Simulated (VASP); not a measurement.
The system is KBr.

```
K Br
1.0
     4.55930   -0.02850    0.00000
    -2.30433    3.96272    0.00000
     0.00000    0.00000    8.02006
K Br
2 2
Direct
  0.00000 0.00000 0.00000
  0.00000 0.00000 0.50000
  0.33058 0.66663 0.25000
  0.66942 0.33337 0.75000
```

This cell differs from its parent crystal: shear xy strain -1.2%.

Base run:

```yaml
Program: VASP 6.6.1
Functional: r2SCAN
Potentials_or_basis: VASP PAW PBE potentials, release 64 (K_sv, Br)
Cutoff: 520 eV
k_mesh: 6 × 6 × 4
Occupations: gaussian, width 0.01 eV
Spin: no spin polarisation
```

Its results: band gap on the k mesh 4.98 eV; pressure 0.0 GPa.

**Question.** The run is repeated on the same cell with these changes: functional from r2SCAN to PBE; occupations from gaussian, width 0.01 eV to fermi-dirac, width 0.02 eV. What comes out?

**Answer.** Band gap on the k mesh 4.34 eV; pressure 0.7 GPa.

Caveats: the PAW data sets were made with another functional, which shifts forces and pressure a little (at least some runs).

A k mesh can miss the band edges.
